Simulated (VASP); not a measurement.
Write the native input for VASP 6.6.1 that does the following.

```yaml
Task: single point
Functional: PBE0
Potentials_or_basis: VASP PAW PBE potentials, release 64 (Sb)
Cutoff: 520 eV
k_mesh: 4 × 4 × 4
Occupations: fermi-dirac, width 0.05 eV
Spin: no spin polarisation
Dipole_correction: no
Grid_for_exact_exchange_PRECFOCK: Normal
Further_INCAR_settings: ALGO = Normal; EDIFF = 1e-07; NBANDS = 12
Share_of_exact_exchange: 0.25
```

Crystal: Sb.

```
CELL_PARAMETERS angstrom
2.13974 1.23538 3.73278
-2.13974 1.23538 3.73278
0.00000 -2.47076 3.73278
ATOMIC_POSITIONS crystal
Sb 0.76651 0.76651 0.76651
Sb 0.23349 0.23349 0.23349
```

The input as run:

POSCAR

```
Sb
1.0
    2.1397418462      1.2353805309      3.7327777635
   -2.1397418462      1.2353805309      3.7327777635
    0.0000000000     -2.4707610619      3.7327777635
Sb
2
Direct
    0.7665100000      0.7665100000      0.7665100000
    0.2334900000      0.2334900000      0.2334900000
```

INCAR.step1

```
PREC = Accurate
ENCUT = 520
EDIFF = 1E-5
ISMEAR = -1
SIGMA = 0.05
LREAL = False
LASPH = True
NELM = 80
ALGO = Normal
ISIF = 2
LWAVE = True
LCHARG = False
GGA = PE
NBANDS = 12
```

INCAR.step2

```
PREC = Accurate
ENCUT = 520
EDIFF = 1E-7
ISMEAR = -1
SIGMA = 0.05
LREAL = False
LASPH = True
NELM = 80
ALGO = Normal
ISIF = 2
LWAVE = False
LCHARG = False
GGA = PE
LHFCALC = True
AEXX = 0.25
PRECFOCK = Normal
ISTART = 1
NBANDS = 12
```

KPOINTS

```
Automatic mesh
0
Gamma
  4 4 4
```

Potentials or basis: VASP PAW PBE potentials, release 64 (Sb).

Launch:

```sh
$ cat potpaw_PBE.64/Sb/POTCAR > POTCAR
$ cp INCAR.step1 INCAR
$ mpirun -np 1 vasp_std > vasp.out
$ cp INCAR.step2 INCAR
$ mpirun -np 1 vasp_std > vasp.out
```

Results of the run:

```
Pressure               : 0.9 GPa
Largest force          : 0.349 eV/Å
Band gap on the k mesh : 0.91 eV (least direct gap 1.07 eV)
```

Caveat: the k points lie up to 0.45 Å⁻¹ apart; the PAW data sets were made with another functional, which shifts forces and pressure a little; spin-orbit coupling is left out, which moves the levels of the heavy elements.

Run time: 7.1 min on 1 thread of Intel(R) Xeon(R) 6975P-C (Granite Rapids), on a shared host, peak memory 0.2 GiB.
